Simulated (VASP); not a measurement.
Input of a VASP 6.6.1 run:

The input INCAR:

```
SYSTEM = W
PREC = Accurate
ENCUT = 500
EDIFF = 1E-7
ISMEAR = 1
SIGMA = 0.1
LREAL = .False.
LASPH = .True.
NELM = 120
ALGO = Normal
ISIF = 3
LWAVE = .False.
LCHARG = .False.
GGA = PE
IBRION = 2
NSW = 80
EDIFFG = -0.005
GGA_COMPAT = .False.
NELMIN = 4
```

Contents of KPOINTS:

```
regular mesh
0
Gamma
  17 17 17
  0 0 0
```

Contents of POSCAR:

```
W
1.0
   -1.5851578000      1.5851578000      1.5851578000
    1.5851578000     -1.5851578000      1.5851578000
    1.5851578000      1.5851578000     -1.5851578000
W
1
Direct
    0.0000000000      0.0000000000      0.0000000000
```

Potentials or basis: VASP PAW PBE potentials, release 64 (W_sv).

Launch:

```console
$ cat potpaw_PBE.64/W_sv/POTCAR > POTCAR
$ mpirun -np 1 vasp_std > vasp.out
```

Task: Predict the relaxed cell.

Result: a = 2.759 Å, b = 2.759 Å, c = 2.759 Å, α = 109.47°, β = 109.47°, γ = 109.47°.

Task: Estimate the space group after relaxing (to 0.05 Å).

Result: Im-3m (No. 229).

Task: Estimate the relaxed volume.

Result: 16.17 Å³/atom.

Task: Estimate the band gap on the k mesh.

Result: Zero (band 7 reaches 15.78 eV, above the bottom of band 8 at 9.96 eV).

The path:
```tsv
step	energy change (eV)	largest force (eV/Å)	pressure (GPa)	volume (Å³)
1	0.0000	0.0000	4.59	15.93
2	0.0351	0.0000	-14.00	17.01
3	-0.0033	0.0000	-0.08	16.17
4	-0.0033	0.0000	0.01	16.17
```

Caveat: spin-orbit coupling is left out, which moves the levels of the heavy elements.
